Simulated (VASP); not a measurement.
# TaSi2 (P1) in VASP: single point with r2SCAN

Aim: the single point of TaSi2 with r2SCAN.

All numbers are computed with VASP 6.6.1; they aren't measurements. Logs are shortened: lines on timing, memory, paths and dates and some standing lists are left out, and cuts for length are marked.

### Step 1. The cell of the first run

The typed cell holds 36 atoms: a = 8.127 Å, b = 8.127 Å, c = 9.568 Å, α = 72.88°, β = 72.88°, γ = 61.30°.

### Step 2. Single point, r2SCAN

Contents of POSCAR:

```
TaSi2
1.0
   -2.3919500000      4.1429790000      6.5700000000
    4.7839000000      0.0000000000      6.5700000000
    4.7839000000      8.2859580000      0.0000000000
Ta Si
12 24
Direct
    0.7328553629      0.2442374833      0.1451003760
    0.3326258153      0.3377851436      0.0800798450
    0.4138243933      0.9196154849      0.0592610087
    0.7746058117      0.2683622248      0.6111332436
    0.3513185854      0.3005840022      0.6027660867
    0.4157134902      0.9081069055      0.5627361061
    0.2472405607      0.7442510679      0.4113932932
    0.8333342309      0.8343826641      0.3210749779
    0.9384946480      0.4129969806      0.2667689580
    0.2644498863      0.7292030818      0.8744782045
    0.8659580341      0.8187451622      0.8318596413
    0.9162181140      0.4065520534      0.7901593991
    0.1334550502      0.8847793486      0.1259478421
    1.0250641762      0.6413132971      0.0880502465
    0.2493854931      0.0936586469      0.3101996340
    0.9462228558      0.0700176312      0.3780514672
    0.6695524070      0.9907520070      0.0742652133
    0.0699372645      0.2204280323      0.0307449521
    0.0635423732      0.9416783270      0.6247612264
    0.9661868928      0.7022453751      0.5623861469
    0.2211223067      0.1031394893      0.8040102215
    0.9173338307      0.0432749974      0.9154650800
    0.6815294659      0.9962483119      0.5679533658
    0.0906019476      0.2546796353      0.5456747468
    0.5799262242      0.3927221776      0.3772258840
    0.4864853491      0.1384765991      0.3404315367
    0.7324720234      0.5881824667      0.5740777094
    0.4165801946      0.5701777963      0.6285594257
    0.1674918240      0.4894488152      0.3513154291
    0.5769317743      0.7432965362      0.3191403788
    0.5937625525      0.4217625617      0.8788186247
    0.5207934770      0.1817788214      0.8220490089
    0.7839414364      0.5810052912      0.0479059985
    0.4626516527      0.5864046639      0.1525404689
    0.1784782454      0.4987059251      0.7825731650
    0.6143150092      0.7363699223      0.7939945891
```

Contents of INCAR.step1:

```
PREC = Accurate
ENCUT = 520
ISMEAR = -1
SIGMA = 0.17
LREAL = Auto
LASPH = True
NELM = 60
NBANDS = 138
GGA = PE
ALGO = Normal
EDIFF = 1E-4
LWAVE = True
LCHARG = False
```

Contents of INCAR.step2:

```
PREC = Accurate
ENCUT = 520
EDIFF = 1E-6
ISMEAR = -1
SIGMA = 0.17
LREAL = Auto
LASPH = True
NELM = 60
ALGO = Normal
ISIF = 2
LWAVE = False
LCHARG = False
METAGGA = R2SCAN
LMIXTAU = True
NBANDS = 138
ISTART = 1
```

Contents of KPOINTS:

```
regular mesh
0
Gamma
  2 2 1
```

Potentials or basis: VASP PAW PBE potentials, release 64 (Ta_pv, Si).

Command:

```console
$ cat potpaw_PBE.64/Ta_pv/POTCAR potpaw_PBE.64/Si/POTCAR > POTCAR
$ cp INCAR.step1 INCAR
$ mpirun -np 1 vasp_std > vasp.out
$ cp INCAR.step2 INCAR
$ mpirun -np 1 vasp_std > vasp.out
```

OUTCAR:

```text
PREC = Accurate
   ENCUT = 520
   EDIFF = 1E-6
   ISMEAR = -1
   LREAL = Auto
   LASPH = True
   NELM = 60
   ISIF = 2
   METAGGA = R2SCAN
   ISTART = 1

 ion  position               nearest neighbor table
   1  0.733  0.244  0.145-  25 2.54  18 2.57  34 2.59  26 2.60  17 2.65  22 2.75  31 2.80  33 2.81
                            16 2.84   8 3.08  13 3.16   2 3.18   9 3.21  12 3.43
   2  0.333  0.338  0.080-  14 2.53  31 2.62  15 2.66  32 2.79  26 2.81  17 2.84  29 2.88  18 2.92
                            34 3.00   9 3.04  10 3.09  35 3.12   1 3.18   3 3.19
   3  0.414  0.920  0.059-  13 2.31  34 2.46  17 2.46  18 2.71  15 2.80  30 2.83  32 2.87  21 2.92
                            33 2.94  36 2.96   2 3.19   7 3.40  10 3.42  11 3.52
   4  0.775  0.268  0.611-  27 2.38  24 2.41  19 2.56  32 2.63  28 2.76  16 2.76  25 2.78  23 2.82
                            31 2.86  12 3.01  22 3.16   9 3.26   5 3.35  11 3.48
   5  0.351  0.301  0.603-  35 2.36  21 2.45  32 2.54  24 2.55  28 2.58  25 2.59  23 2.65  29 2.85
                            26 2.86   6 3.10  12 3.27  20 3.28   7 3.34   4 3.35
   6  0.416  0.908  0.563-  26 2.52  23 2.60  28 2.63  19 2.64  27 2.64  30 2.70  36 2.75  15 2.79
                            24 2.79  21 2.82  10 3.09   5 3.10   7 3.13   8 3.39
   7  0.247  0.744  0.411-  20 2.44  28 2.51  30 2.56  19 2.61  16 2.61  29 2.69  15 2.72  34 2.83
                            25 2.86  13 2.87   6 3.13   5 3.34   3 3.40   8 3.40
   8  0.833  0.834  0.321-  30 2.53  20 2.56  26 2.71  23 2.72  16 2.72  17 2.72  13 2.73  14 2.74
                            29 2.83  27 2.84   1 3.08   9 3.27   6 3.39   7 3.40
   9  0.938  0.413  0.267-  14 2.35  33 2.46  29 2.61  15 2.64  16 2.65  18 2.78  25 2.86  30 2.91
[... 13 lines left out ...]
  16  0.946  0.070  0.378-  15 2.44  19 2.55  23 2.57   7 2.61   9 2.65   8 2.72   4 2.76   1 2.84
                            13 2.86  25 2.87  20 2.94
  17  0.670  0.991  0.074-  22 2.28   3 2.46   1 2.65  32 2.72   8 2.72  11 2.73  30 2.78  26 2.83
                             2 2.84  14 2.92  33 3.07
  18  0.070  0.220  0.031-  21 2.38  13 2.45   1 2.57  12 2.64   3 2.71  33 2.74   9 2.78  22 2.88
                             2 2.92  35 3.01  15 3.09
  19  0.064  0.942  0.625-  11 2.45  24 2.53  16 2.55   4 2.56   7 2.61   6 2.64  20 2.68  22 2.88
                            10 2.92  28 3.00  23 3.11  15 3.13
  20  0.966  0.702  0.562-  23 2.40   7 2.44  27 2.45   8 2.56  29 2.67  19 2.68  35 2.74  11 2.77
                            12 2.83  16 2.94  36 3.01   5 3.28
  21  0.221  0.103  0.804-  18 2.38   5 2.45  12 2.52  22 2.60  24 2.69  10 2.78   6 2.82  32 2.86
                             3 2.92  35 3.01  13 3.14
  22  0.917  0.043  0.915-  17 2.28  11 2.44  21 2.60  13 2.68   1 2.75  10 2.77  12 2.84  18 2.88
                            19 2.88  31 2.94  14 3.02   4 3.16
  23  0.682  0.996  0.568-  20 2.40  16 2.57   6 2.60   5 2.65  36 2.68  26 2.72   8 2.72   4 2.82
                            32 2.88  11 2.95  25 3.04  19 3.11  27 3.12
  24  0.091  0.255  0.546-   4 2.41  29 2.42  19 2.53   5 2.55  15 2.62  12 2.66  21 2.69   6 2.79
                            27 2.88   9 2.95  26 3.09
  25  0.580  0.393  0.377-  34 2.40   1 2.54   5 2.59  26 2.66  30 2.73   4 2.78  28 2.82   9 2.86
                             7 2.86  16 2.87  23 3.04  29 3.12
  26  0.486  0.138  0.340-  15 2.23   6 2.52   1 2.60  25 2.66   8 2.71  23 2.72  29 2.79   2 2.81
                            17 2.83   5 2.86  30 2.99  24 3.09
[... 246 lines left out ...]
  volume/ion in A,a.u.               =      14.47        97.64
  Fermi-wavevector in a.u.,A,eV,Ry     =   1.243025  2.348976 21.022499  1.545110
  Thomas-Fermi vector in A             =   2.377353
   LORBIT       =      0    0 simple, 1 ext, 2 COOP (PROOUT), +10 PAW based schemes
   METAGGA = R2SCAN    functional components
   LHFCALC =     F    Hartree Fock is set to
   AEXX    =    0.0000 exact exchange contribution
   IVDW    =     0    specifies the selected vdW correction
   LEPSILON=     F    determine dielectric tensor
   LRPA    =     F    only Hartree local field effects (RPA)
 non-spin polarized calculation
  energy-cutoff  :      520.00
  volume of cell :      520.86
 maximum number of plane-waves:     14079
   NGX = 31   NGY = 31   NGZ = 35

 number of electron     228.0000002 magnetization

 Free energy of the ion-electron system (eV)
  ---------------------------------------------------
  ext. energy  EPLUGINS =         0.00000000
  ---------------------------------------------------
  free energy    TOTEN  =      -800.91787386 eV

  energy without entropy =     -799.87135039  energy(sigma->0) =     -800.39461212

 E-fermi :   9.3610     XC(G=0): -12.9553

 val. band max:        9.3455258273   @ k =   0.5000   0.0000   0.0000
 cond. band min:       9.3932862659   @ k =  -0.0000   0.5000  -0.0000
 fundamental gap:      0.0477604386
 Fermi energy:         9.3609514165

 k-point     1 :       0.0000    0.0000    0.0000
  band No.  band energies     occupation
      1     -26.4015      2.00000
      2     -26.3767      2.00000
      3     -26.3290      2.00000
      4     -26.3172      2.00000
      5     -26.3031      2.00000
      6     -26.2867      2.00000
[... 505 lines left out ...]
    125      11.1685      0.00005
    126      11.1866      0.00004
 [bands above 126 left out]

------------------------ aborting loop because EDIFF is reached ----------------------------------------

  FORCE on cell =-STRESS in cart. coord.  units (eV):
  Direction    XX          YY          ZZ          XY          YZ          ZX
  --------------------------------------------------------------------------------------
  -------------------------------------------------------------------------------------
  Total       20.1029730     10.3709288     35.2788237     -6.7421242      1.5348509     -8.0562014
  in kB       61.8373238     31.9012757    108.5186775    -20.7389681      4.7212455    -24.7811076
  external PRESSURE =      67.4190923 kB  Pullay stress =       0.0000000 kB

 VOLUME and BASIS-vectors are now :
 -----------------------------------------------------------------------------
  energy-cutoff  :      520.00
  volume of cell :      520.86
      direct lattice vectors                 reciprocal lattice vectors
    -2.391950000  4.142979000  6.570000000    -0.104517235  0.060343053  0.076103501
     4.783900000  0.000000000  6.570000000     0.104517235 -0.060343053  0.076103501
     4.783900000  8.285958000  0.000000000     0.052258617  0.090514579 -0.038051750

 POSITION                                       TOTAL-FORCE (eV/Angst)
 -----------------------------------------------------------------------------------
      0.10960      4.23850      6.41950        -2.073549     -0.804486      1.141587
      1.20340      2.04160      4.40460        -1.053685      1.664320     -0.493454
      3.69300      2.20550      8.76070        -1.513246     -0.672931      2.687955
      2.35460      8.27300      6.85230         0.119737     -0.246404     -5.352721
      3.48120      6.45000      4.28300        -2.095839     -3.710941      1.314642
      6.04200      6.38510      8.69750         0.227411     -0.463725     -0.220233
[... 28 lines left out ...]
      5.70260      7.22380      4.44910         3.257467      2.917654     -0.302903
      5.85170      9.12410      8.87400         1.511395     -0.732020     -0.657215
 -----------------------------------------------------------------------------------
    total drift:                                0.012501     -0.011758      0.004510

  FREE ENERGIE OF THE ION-ELECTRON SYSTEM (eV)
  ---------------------------------------------------
  free  energy   TOTEN  =      -800.9178738608 eV

  energy  without entropy=     -799.8713503858  energy(sigma->0) =     -800.39461212
```

OUTCAR.step1:

```text
PREC = Accurate
   ENCUT = 520
   ISMEAR = -1
   LREAL = Auto
   LASPH = True
[... 878 lines left out ...]
      3.48120      6.45000      4.28300        -2.116276     -3.598199      1.297645
      6.04200      6.38510      8.69750         0.244700     -0.410040     -0.233202
[... 28 lines left out ...]
      5.70260      7.22380      4.44910         3.282652      2.861524     -0.355601
      5.85170      9.12410      8.87400         1.631093     -0.672019     -0.620104
 -----------------------------------------------------------------------------------
    total drift:                                0.013622     -0.009297      0.006667

  FREE ENERGIE OF THE ION-ELECTRON SYSTEM (eV)
  ---------------------------------------------------
  free  energy   TOTEN  =      -280.4678931612 eV

  energy  without entropy=     -279.3527740458  energy(sigma->0) =     -279.91033360
```

OSZICAR.step1:

```text
N       E                     dE             d eps       ncg     rms          rms(c)
DAV:   1     0.172761736754E+04    0.17276E+04   -0.11265E+05  1112   0.158E+03
DAV:   2    -0.173894169524E+03   -0.19015E+04   -0.18444E+04  1240   0.406E+02
DAV:   3    -0.286641571247E+03   -0.11275E+03   -0.10947E+03  1392   0.842E+01
DAV:   4    -0.289965579326E+03   -0.33240E+01   -0.32623E+01  1304   0.131E+01
DAV:   5    -0.290063957516E+03   -0.98378E-01   -0.97725E-01  1352   0.222E+00    0.649E+01
DAV:   6    -0.281575422356E+03    0.84885E+01   -0.35672E+01  1352   0.149E+01    0.306E+01
DAV:   7    -0.280883031295E+03    0.69239E+00   -0.65710E+00  1376   0.749E+00    0.900E+00
DAV:   8    -0.280510707427E+03    0.37232E+00   -0.27800E+00  1384   0.509E+00    0.263E+00
DAV:   9    -0.280469826111E+03    0.40881E-01   -0.36408E-01  1344   0.191E+00    0.107E+00
DAV:  10    -0.280469051101E+03    0.77501E-03   -0.52605E-02  1392   0.722E-01    0.796E-01
DAV:  11    -0.280467893744E+03    0.11574E-02   -0.87336E-03  1360   0.332E-01    0.345E-01
DAV:  12    -0.280467930219E+03   -0.36475E-04   -0.18036E-03  1336   0.143E-01    0.826E-02
DAV:  13    -0.280467893161E+03    0.37057E-04   -0.27536E-04   896   0.827E-02
   1 F= -.28046789E+03 E0= -.27991033E+03  d E =-.111512E+01
```

Run time: 26 min. Hardware: 1 thread of Intel Xeon Platinum 8259CL at 2.50GHz (Skylake/Cascade Lake), shared host; peak memory 0.69 GiB.

What came out:

```
Free energy            : -800.9179 eV
Pressure               : 6.7 GPa
Largest force          : 5.360 eV/Å
Band gap on the k mesh : zero (bands 114 and 115 overlap by 0.17 eV)
```

Forces in eV/Å, atoms in the order of the input:
```
Ta  -2.074 -0.804  1.142
Ta  -1.054  1.664 -0.493
Ta  -1.513 -0.673  2.688
Ta   0.120 -0.246 -5.353
Ta  -2.096 -3.711  1.315
Ta   0.227 -0.464 -0.220
Ta  -2.965 -3.374  1.346
Ta   0.265  1.543  0.480
Ta   1.492  3.668 -3.150
Ta   1.335 -0.320  0.853
Ta   1.097 -1.566 -2.056
Ta   0.296  0.905  1.449
Si   1.410 -0.957 -3.605
Si   1.198 -1.496  2.279
Si  -0.974 -1.132 -1.408
Si   0.891 -0.985 -0.566
Si   0.610  1.166 -0.386
Si   0.998  1.378  1.706
Si  -1.245  0.777  0.955
Si   0.317  1.981 -1.149
Si  -2.473  1.622 -1.142
Si   0.092 -0.205  3.001
Si   0.820  0.908  0.235
Si  -0.687 -0.015  0.164
Si   0.311  1.107  0.839
Si   0.324  0.189  2.875
Si   0.083 -1.561  1.804
Si  -0.305  1.113  1.485
Si  -0.544 -0.191  1.275
Si  -1.120 -0.813  0.123
Si   0.267 -0.269 -1.403
Si   0.373  0.914 -1.056
Si   0.002 -1.525 -1.057
Si  -0.250 -0.814 -2.008
Si   3.257  2.918 -0.303
Si   1.511 -0.732 -0.657
```

Stress tensor (GPa, compression positive):
```
 6.18 -2.07 -2.48
-2.07  3.19  0.47
-2.48  0.47 10.85
```

Levels at points of the mesh, in eV from the Fermi level:
```tsv
k point	band 111	band 112	band 113	band 114	band 115	band 116	band 117	band 118
(0.00, 0.00, 0.00)	-0.77	-0.64	-0.27	-0.09	-0.03	0.24	0.39	0.88
(0.50, 0.00, 0.00)	-0.74	-0.42	-0.31	-0.30	-0.02	0.22	0.49	0.70
(0.00, 0.50, 0.00)	-0.68	-0.45	-0.28	-0.23	0.03	0.15	0.23	0.68
(0.50, 0.50, 0.00)	-0.45	-0.15	-0.07	0.14	0.24	0.47	0.70	0.74
```

Caveat: the k points lie up to 0.70 Å⁻¹ apart; the PAW data sets were made with another functional, which shifts forces and pressure a little; spin-orbit coupling is left out, which moves the levels of the heavy elements.

The gap in the log of VASP goes by the Fermi energy; the results here count the filled bands.